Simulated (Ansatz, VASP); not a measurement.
Two plane-wave programs on AlN

INCAR

```
SYSTEM = AlN
  PREC = Accurate
  ENCUT = 600
  EDIFF = 1E-6
  ISMEAR = -1
  SIGMA = 0.08
  LREAL = .False.
  LASPH = .True.
  NELM = 80
  ALGO = Normal
  ISIF = 3
  LWAVE = .False.
  LCHARG = .False.
  GGA = PS
  IBRION = 2
  NSW = 60
  EDIFFG = -0.005
```

The input KPOINTS:

```
Automatic mesh
0
Gamma
  15 15 15
  0 0 0
```

POSCAR

```
AlN
1.0
    0.0000000000      2.1544346900      2.1544346900
    2.1544346900      0.0000000000      2.1544346900
    2.1544346900      2.1544346900      0.0000000000
Al N
1 1
Direct
    0.0000000000      0.0000000000      0.0000000000
    0.2500000000      0.2500000000      0.2500000000
```

Input for Ansatz:

```yaml
crystal:
  lattice:
    - [0.0, 2.15443469, 2.15443469]
    - [2.15443469, 0.0, 2.15443469]
    - [2.15443469, 2.15443469, 0.0]
  atoms:
    - { symbol: Al, position: [0.0, 0.0, 0.0] }
    - { symbol: "N", position: [0.25, 0.25, 0.25] }
kpoints:
  mp_grid: { grid: [15, 15, 15] }
scf:
  occupations: { method: fermi_dirac, width: 0.08 }
hamiltonian:
  xc: pbesol
  pseudopotentials: { kind: paw }
output:
  forces: true
  stress: true
relax:
  f_tol: 0.005
  max_steps: 40
  cell: {}
```

Alike in both runs: task relaxation of cell and atoms; functional PBEsol; k mesh 15 × 15 × 15; occupations fermi-dirac, width 0.08 eV; no spin polarisation.

```csv
,VASP,Ansatz
version,VASP 6.6.1,Ansatz 0.2.0
potentials or method,"VASP PAW PBE potentials, release 64 (Al, N)","PAW with Ansatz's default frozen-core files, scalar-relativistic"
plane-wave cutoff (eV),600,420
valence electrons in the cell,8,8
```

Ansatz gave:

| Quantity | Value |
| --- | --- |
| relaxed volume (Å³/atom) | 10.49 |
| relaxed cell length with the largest relative difference (Å) | 3.095 |

Question: Estimate VASP's values.

Answer: Relaxed volume (Å³/atom): 10.48; relaxed cell length with the largest relative difference (Å): 3.095.

VASP's potentials were made for PBE, not for PBEsol.
